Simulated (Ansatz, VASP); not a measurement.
WS2 in VASP and in Ansatz

File INCAR:

```
PREC = Accurate ; ENCUT = 520
EDIFF = 1E-6 ; ISMEAR = -1
SIGMA = 0.02 ; LREAL = F
LASPH = T ; NELM = 150
ALGO = Normal ; ISIF = 2
LWAVE = F ; LCHARG = F
MAGMOM = 0 0 0 0 0 0 0 0 0 0 0 0 0 0 0 0 0 0 ; LORBIT = 11
LSORBIT = T ; GGA_COMPAT = F
LORBMOM = T ; LMAXMIX = 4
GGA = PE ; NBANDS = 68
```

KPOINTS

```
regular mesh
0
Gamma
  12 12 2
```

File POSCAR:

```
WS2
1.0
    3.1699463526      0.0000000000      0.0000000000
   -1.5849731763      2.7452540700      0.0000000000
    0.0000000000      0.0000000000     12.4910704373
W S
2 4
Direct
    0.3333333333      0.6666666667      0.2500000000
    0.6666666667      0.3333333333      0.7500000000
    0.6666666667      0.3333333333      0.3751079149
    0.6666666667      0.3333333333      0.1248920851
    0.3333333333      0.6666666667      0.8751079149
    0.3333333333      0.6666666667      0.6248920851
```

Input for Ansatz:

```yaml
crystal:
  lattice:
    - [3.1699463526, 0.0, 0.0]
    - [-1.5849731763, 2.74525407, 0.0]
    - [0.0, 0.0, 12.4910704373]
  atoms:
    - { symbol: W, position: [0.3333333333, 0.6666666667, 0.25] }
    - { symbol: W, position: [0.6666666667, 0.3333333333, 0.75] }
    - { symbol: S, position: [0.6666666667, 0.3333333333, 0.3751079149] }
    - { symbol: S, position: [0.6666666667, 0.3333333333, 0.1248920851] }
    - { symbol: S, position: [0.3333333333, 0.6666666667, 0.8751079149] }
    - { symbol: S, position: [0.3333333333, 0.6666666667, 0.6248920851] }
kpoints:
  mp_grid: { grid: [12, 12, 2] }
  band_path:
    path:
      - [0.0, 0.0, 0.0]
      - [0.5, 0.0, 0.0]
      - [0.3333333333, 0.3333333333, 0.0]
      - [0.0, 0.0, 0.5]
      - [0.5, 0.0, 0.5]
      - [0.3333333333, 0.3333333333, 0.5]
      - [0.171875, 0.174479, 0.0]
    npoints: 1
hamiltonian:
  xc: pbe
scf:
  occupations: { method: fermi_dirac, width: 0.02 }
  n_extra_bands: 10
magnetization:
  noncollinear: true
  spin_orbit: true
output:
  forces: true
  stress: true
  eigenvalues: true
```

Alike in both runs: task single point; functional PBE; k mesh 12 × 12 × 2; occupations fermi-dirac, width 0.02 eV; non-collinear spin, spin-orbit coupling.

|  | VASP | Ansatz |
| --- | --- | --- |
| version | VASP 6.6.1 | Ansatz 0.2.0 |
| potentials or method | VASP PAW PBE potentials, release 64 (W_sv, S) | plane waves, PAW |
| plane-wave cutoff (eV) | 520 | 420 |
| valence electrons in the cell | 52 | 52 |

Ansatz gave:

| Property | Result |
| --- | --- |
| pressure (GPa) | 3.2 |
| traceless stress, the component that is largest in VASP (GPa) | 0.94 |
| rms of the force components (eV/Å) | 0.091 |

Q: What did VASP give for the same quantities?

A: Pressure (GPa): 3.5; traceless stress, the component that is largest in VASP (GPa): 0.86; rms of the force components (eV/Å): 0.105.

Atom by atom the forces differ by 0.015 eV/Å (rms over components). The functional is the same, so the differences come from potentials, cutoffs and numerics.
